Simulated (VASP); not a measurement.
# InSb3 (Fm-3m) in VASP: a series of runs

InSb3 is run at these levels: PBEsol; tasks: single point.

Everything below comes from runs of VASP 6.6.1. Logs are shortened: lines on timing, memory, paths and dates and some standing lists are left out, and cuts for length are marked.

## (1) The cell of the first run

The structure is cubic, space group Fm-3m (No. 225). The conventional cell has a = 6.979 Å, b = 6.979 Å, c = 6.979 Å, α = 90.00°, β = 90.00°, γ = 90.00°. In (site symmetry m-3m) has 14 Sb at 3.02 to 3.49 Å within 4.0 Å. Sb (site symmetry m-3m) has 8 Sb at 3.02 Å and 6 In at 3.49 Å within 4.0 Å. Sb (site symmetry -43m) has 4 In at 3.02 Å and 10 Sb at 3.02 to 3.49 Å within 4.0 Å.

## (2) Single point, PBEsol

File INCAR:

```
SYSTEM = InSb3
PREC = Accurate
ENCUT = 500
EDIFF = 1E-6
ISMEAR = 0
SIGMA = 0.01
LREAL = .FALSE.
LASPH = .TRUE.
NELM = 120
ALGO = Normal
ISIF = 2
LWAVE = .FALSE.
LCHARG = .TRUE.
GGA = PS
LELF = .TRUE.
LVHAR = .TRUE.
NBANDS = 22
GGA_COMPAT = .FALSE.
```

File KPOINTS:

```
Automatic mesh
0
G
  5 5 5
  0 0 0
```

File POSCAR:

```
InSb3
1.0
    0.0000000000      3.4895974499      3.4895974499
    3.4895974499      0.0000000000      3.4895974499
    3.4895974499      3.4895974499      0.0000000000
In Sb
1 3
Direct
    0.0000000000      0.0000000000      0.0000000000
    0.5000000000      0.5000000000      0.5000000000
    0.2500000000      0.2500000000      0.2500000000
    0.7500000000      0.7500000000      0.7500000000
```

Potentials or basis: VASP PAW PBE potentials, release 64 (In_d, Sb).

On the command line:

```sh
$ cat potpaw_PBE.64/In_d/POTCAR potpaw_PBE.64/Sb/POTCAR > POTCAR
$ mpirun -np 1 vasp_std > vasp.out
```

OUTCAR:

```text
SYSTEM = InSb3
   PREC = Accurate
   ENCUT = 500
   EDIFF = 1E-6
   ISMEAR = 0
   LREAL = .FALSE.
   LASPH = .TRUE.
   NELM = 120
   ISIF = 2
   GGA = PS

 ion  position               nearest neighbor table
   1  0.000  0.000  0.000-   3 3.02   4 3.02   4 3.02   4 3.02   4 3.02   3 3.02   3 3.02   3 3.02
                             2 3.49   2 3.49   2 3.49   2 3.49   2 3.49   2 3.49
   2  0.500  0.500  0.500-   3 3.02   4 3.02   3 3.02   3 3.02   3 3.02   4 3.02   4 3.02   4 3.02
                             1 3.49   1 3.49   1 3.49   1 3.49   1 3.49   1 3.49
   3  0.250  0.250  0.250-   1 3.02   2 3.02   1 3.02   1 3.02   1 3.02   2 3.02   2 3.02   2 3.02
                             4 3.49   4 3.49   4 3.49   4 3.49   4 3.49   4 3.49
   4  0.750  0.750  0.750-   1 3.02   2 3.02   2 3.02   2 3.02   2 3.02   1 3.02   1 3.02   1 3.02
                             3 3.49   3 3.49   3 3.49   3 3.49   3 3.49   3 3.49

  LATTYP: Found a face centered cubic cell.
 ALAT       =     6.9791948998

  Lattice vectors:

 A1 = (   0.0000000000,   3.4895974499,   3.4895974499)
 A2 = (   3.4895974499,   0.0000000000,   3.4895974499)
 A3 = (   3.4895974499,   3.4895974499,   0.0000000000)

Analysis of symmetry for initial positions (statically):
=====================================================================
 Subroutine PRICEL returns:
 Original cell was already a primitive cell.

 Routine SETGRP: Setting up the symmetry group for a
 face centered cubic supercell.

 Subroutine GETGRP returns: Found 48 space group operations
 (whereof 48 operations were pure point group operations)
 out of a pool of 48 trial point group operations.

The static configuration has the point symmetry O_h .

Analysis of symmetry for dynamics (positions and initial velocities):
=====================================================================
 Subroutine PRICEL returns:
 Original cell was already a primitive cell.

 Routine SETGRP: Setting up the symmetry group for a
 face centered cubic supercell.

 Subroutine GETGRP returns: Found 48 space group operations
 (whereof 48 operations were pure point group operations)
 out of a pool of 48 trial point group operations.

The dynamic configuration has the point symmetry O_h .

 Subroutine INISYM returns: Found 48 space group operations
 (whereof 48 operations are pure point group operations),
 and found     1 'primitive' translations

----------------------------------------------------------------------------------------

                                     Primitive cell

  volume of cell :      84.9877

  direct lattice vectors                    reciprocal lattice vectors
     0.000000000  3.489597450  3.489597450    -0.143283002  0.143283002  0.143283002
     3.489597450  0.000000000  3.489597450     0.143283002 -0.143283002  0.143283002
     3.489597450  3.489597450  0.000000000     0.143283002  0.143283002 -0.143283002

  length of vectors
     4.935036041  4.935036041  4.935036041     0.248173440  0.248173440  0.248173440

  position of ions in fractional coordinates (direct lattice)
     0.000000000  0.000000000  0.000000000
     0.500000000  0.500000000  0.500000000
     0.250000000  0.250000000  0.250000000
     0.750000000  0.750000000  0.750000000

  ion indices of the primitive-cell ions
   primitive index   ion index
                 1           1
                 2           2
                 3           3
                 4           4

----------------------------------------------------------------------------------------

 KPOINTS: Automatic mesh

Automatic generation of k-mesh.
 Grid dimensions read from file:
 generate k-points for:    5    5    5

 Generating k-lattice:

  Cartesian coordinates                     Fractional coordinates (reciprocal lattice)
    -0.028656600  0.028656600  0.028656600     0.200000000  0.000000000  0.000000000
     0.028656600 -0.028656600  0.028656600     0.000000000  0.200000000  0.000000000
     0.028656600  0.028656600 -0.028656600     0.000000000  0.000000000  0.200000000

  Length of vectors
     0.049634688  0.049634688  0.049634688

  Shift w.r.t. Gamma in fractional coordinates (k-lattice)
     0.000000000  0.000000000  0.000000000

 Subroutine IBZKPT returns following result:
 ===========================================

 Found     10 irreducible k-points:

 Following reciprocal coordinates:
            Coordinates               Weight
  0.000000  0.000000  0.000000      1.000000
  0.200000  0.000000  0.000000      8.000000
  0.400000  0.000000  0.000000      8.000000
  0.200000  0.200000  0.000000      6.000000
  0.400000  0.200000  0.000000     24.000000
 -0.400000  0.200000  0.000000     24.000000
 -0.200000  0.200000  0.000000     12.000000
  0.400000  0.400000  0.000000      6.000000
 -0.400000  0.400000  0.000000     12.000000
 -0.400000  0.400000  0.200000     24.000000
   k-points           NKPTS =     10   k-points in BZ     NKDIM =     10   number of bands    NBANDS=     22
   number of dos      NEDOS =    301   number of ions     NIONS =      4
   total plane-waves  NPLWV =  46656
   dimension x,y,z NGX =    36 NGY =   36 NGZ =   36
   dimension x,y,z NGXF=    72 NGYF=   72 NGZF=   72
   ions per type =               1   3
   NGX,Y,Z   is equivalent  to a cutoff of  12.13, 12.13, 12.13 a.u.
   NGXF,Y,Z  is equivalent  to a cutoff of  24.25, 24.25, 24.25 a.u.
 SYSTEM =  InSb3
   PREC   = accura    normal or accurate (medium, high low for compatibility)
   ISTART =      0    job   : 0-new  1-cont  2-samecut
   ICHARG =      2    charge: 1-file 2-atom 10-const
   ISPIN  =      1    spin polarized calculation?
   LNONCOLLINEAR =      F non collinear calculations
   LSORBIT =      F    spin-orbit coupling
   LASPH  =      T    aspherical Exc in radial PAW
   ENCUT  =  500.0 eV  36.75 Ry    6.06 a.u.   9.00  9.00  9.00*2*pi/ulx,y,z
   NELM   =    120;   NELMIN=  2; NELMDL= -5     # of ELM steps
   EDIFF  = 0.1E-05   stopping-criterion for ELM
   LREAL  =      F    real-space projection
   EDIFFG = 0.1E-04   stopping-criterion for IOM
   NSW    =      0    number of steps for IOM
   IBRION =     -1    ionic relax: 0-MD 1-quasi-New 2-CG
   NFREE  =      0    steps in history (QN), initial steepest desc. (CG)
   ISIF   =      2    stress and relaxation
   ISYM   =      2    0-nonsym 1-usesym 2-fastsym
   POTIM  = 0.5000    time-step for ionic-motion
   TEBEG  =    0.0;   TEEND  =   0.0 temperature during run
   PSTRESS=    0.0 pullay stress
   NELECT =      28.0000    total number of electrons
   NUPDOWN=      -1.0000    fix difference up-down
   EMIN   =  10.00;   EMAX   =-10.00  energy-range for DOS
   EFERMI =   0.00;   METHOD = LEGACY
   ISMEAR =     0;   SIGMA  =   0.01  broadening in eV -4-tet -1-fermi 0-gaus
   EFERMI_NEDOS =   21; number of points for ismear=-14 and -15
   IALGO  =     38    algorithm
   IMIX   =      4    mixing-type and parameters
     AMIX     =   0.40;   BMIX     =  1.00
     AMIX_MAG =   1.60;   BMIX_MAG =  1.00
  volume/ion in A,a.u.               =      21.25       143.38
  Fermi-wavevector in a.u.,A,eV,Ry     =   1.130686  2.136688 17.394393  1.278452
  Thomas-Fermi vector in A             =   2.267384
   LORBIT       =      0    0 simple, 1 ext, 2 COOP (PROOUT), +10 PAW based schemes
   GGA     = PS    functional components
   LHFCALC =     F    Hartree Fock is set to
   AEXX    =    0.0000 exact exchange contribution
   IVDW    =     0    specifies the selected vdW correction
   LEPSILON=     F    determine dielectric tensor
   LRPA    =     F    only Hartree local field effects (RPA)
 non-spin polarized calculation
 Gauss-broadening in eV      SIGMA  =   0.01
  energy-cutoff  :      500.00
  volume of cell :       84.99
 maximum number of plane-waves:      2182
   NGX = 17   NGY = 17   NGZ = 17

 number of electron      28.0000011 magnetization

 Free energy of the ion-electron system (eV)
  ---------------------------------------------------
  ext. energy  EPLUGINS =         0.00000000
  ---------------------------------------------------
  free energy    TOTEN  =       -15.27690318 eV

  energy without entropy =      -15.27640954  energy(sigma->0) =      -15.27665636

 E-fermi :  11.3645     XC(G=0): -11.4023

 val. band max:       10.7487042457   @ k =  -0.4000   0.2000   0.0000
 cond. band min:      11.3675888072   @ k =  -0.4000   0.4000   0.0000
 fundamental gap:      0.6188845615
 Fermi energy:        11.3645431053

 k-point     1 :       0.0000    0.0000    0.0000
  band No.  band energies     occupation
      1      -3.3682      2.00000
      2      -3.3682      2.00000
      3      -3.3682      2.00000
      4      -3.2891      2.00000
      5      -3.2891      2.00000
      6      -3.0188      2.00000
[... 14 lines left out ...]
     21      20.3698      0.00000
     22      20.3698      0.00000

 k-point     2 :       0.2000    0.0000    0.0000
  band No.  band energies     occupation
      1      -3.3894      2.00000
      2      -3.3613      2.00000
      3      -3.3613      2.00000
      4      -3.2919      2.00000
      5      -3.2919      2.00000
      6      -2.6354      2.00000
[... 14 lines left out ...]
     21      17.5556      0.00000
     22      18.8046      0.00000

 k-point     3 :       0.4000    0.0000    0.0000
  band No.  band energies     occupation
      1      -3.4288      2.00000
      2      -3.3531      2.00000
      3      -3.3531      2.00000
      4      -3.2934      2.00000
      5      -3.2934      2.00000
      6      -1.5301      2.00000
[... 14 lines left out ...]
     21      17.6474      0.00000
     22      18.8065      0.00000
[... 126 lines left out ...]
 k-point     9 :      -0.4000    0.4000    0.0000
  band No.  band energies     occupation
      1      -3.4320      2.00000
      2      -3.3504      2.00000
      3      -3.3424      2.00000
      4      -3.3299      2.00000
      5      -3.2873      2.00000
      6       0.1542      2.00000
[... 14 lines left out ...]
     21      16.9839      0.00000
     22      17.8093      0.00000

 k-point    10 :      -0.4000    0.4000    0.2000
  band No.  band energies     occupation
      1      -3.4104      2.00000
      2      -3.3768      2.00000
      3      -3.3313      2.00000
      4      -3.3311      2.00000
      5      -3.2918      2.00000
      6      -0.5250      2.00000
[... 14 lines left out ...]
     21      17.0766      0.00000
     22      19.0102      0.00000

------------------------ aborting loop because EDIFF is reached ----------------------------------------

  FORCE on cell =-STRESS in cart. coord.  units (eV):
  Direction    XX          YY          ZZ          XY          YZ          ZX
  --------------------------------------------------------------------------------------
  -------------------------------------------------------------------------------------
  Total       10.7407368     10.7407368     10.7407368      0.0000000     -0.0000000      0.0000000
  in kB      202.4830479    202.4830479    202.4830479      0.0000000     -0.0000000      0.0000000
  external PRESSURE =     202.4830479 kB  Pullay stress =       0.0000000 kB

 VOLUME and BASIS-vectors are now :
 -----------------------------------------------------------------------------
  energy-cutoff  :      500.00
  volume of cell :       84.99
      direct lattice vectors                 reciprocal lattice vectors
     0.000000000  3.489597450  3.489597450    -0.143283002  0.143283002  0.143283002
     3.489597450  0.000000000  3.489597450     0.143283002 -0.143283002  0.143283002
     3.489597450  3.489597450  0.000000000     0.143283002  0.143283002 -0.143283002

 POSITION                                       TOTAL-FORCE (eV/Angst)
 -----------------------------------------------------------------------------------
      0.00000      0.00000      0.00000        -0.000000     -0.000000     -0.000000
      3.48960      3.48960      3.48960        -0.000000     -0.000000     -0.000000
      1.74480      1.74480      1.74480         0.000000      0.000000      0.000000
      5.23440      5.23440      5.23440        -0.000000     -0.000000     -0.000000
 -----------------------------------------------------------------------------------
    total drift:                               -0.000000      0.000000      0.000000

  FREE ENERGIE OF THE ION-ELECTRON SYSTEM (eV)
  ---------------------------------------------------
  free  energy   TOTEN  =       -15.2769031782 eV

  energy  without entropy=      -15.2764095388  energy(sigma->0) =      -15.27665636
```

Run time: 12 s. Hardware: 1 thread of Intel Xeon Platinum 8559C (Emerald Rapids), shared host; peak memory 0.21 GiB.

What came out:

| Quantity | Value |
| --- | --- |
| Free energy | -15.2769 eV |
| Pressure | 20.2 GPa |
| Band gap on the k mesh | zero (bands 14 and 15 overlap by 2.02 eV) |

Caveat: the cell stands under pressure; the PAW data sets were made with another functional, which shifts forces and pressure a little; spin-orbit coupling is left out, which moves the levels of the heavy elements.

## (3) Single point, PBEsol

This run uses another cell than the first one, of 22.96 Å³/atom.

Changes to INCAR since step 2:

```diff
@@ -12,6 +12,4 @@
 LWAVE = .FALSE.
-LCHARG = .TRUE.
+LCHARG = .FALSE.
 GGA = PS
-LELF = .TRUE.
-LVHAR = .TRUE.
 NBANDS = 22
```

File KPOINTS:

```
regular mesh
0
G
  5 5 5
  0 0 0
```

File POSCAR:

```
InSb3
1.0
    0.0000000000      3.5809627728      3.5809627728
    3.5809627728      0.0000000000      3.5809627728
    3.5809627728      3.5809627728      0.0000000000
In Sb
1 3
Direct
    0.0000000000      0.0000000000      0.0000000000
    0.5000000000      0.5000000000      0.5000000000
    0.2500000000      0.2500000000      0.2500000000
    0.7500000000      0.7500000000      0.7500000000
```

Potentials or basis: VASP PAW PBE potentials, release 64 (In_d, Sb).

On the command line:

```sh
$ cat potpaw_PBE.64/In_d/POTCAR potpaw_PBE.64/Sb/POTCAR > POTCAR
$ mpirun -np 1 vasp_std > vasp.out
```

Wall time 17 s (1 thread of Intel Xeon Platinum 8559C (Emerald Rapids), shared host); peak memory 0.24 GiB.

The run converged. Its results:

| Quantity | Value |
| --- | --- |
| Free energy | -15.9127 eV |
| Pressure | 10.1 GPa |
| Band gap on the k mesh | zero (bands 14 and 15 overlap by 2.02 eV) |

Levels at points of the mesh, in eV from the Fermi level:
| k point | band 12 | band 13 | band 14 | band 15 | band 16 | band 17 |
| --- | --- | --- | --- | --- | --- | --- |
| (0.00, 0.00, 0.00) | -2.86 | -2.86 | -2.86 | -1.50 | -0.94 | -0.94 |

Caveat: the cell stands under pressure; the PAW data sets were made with another functional, which shifts forces and pressure a little; spin-orbit coupling is left out, which moves the levels of the heavy elements.

The gap in the log of VASP goes by the Fermi energy; the results here count the filled bands.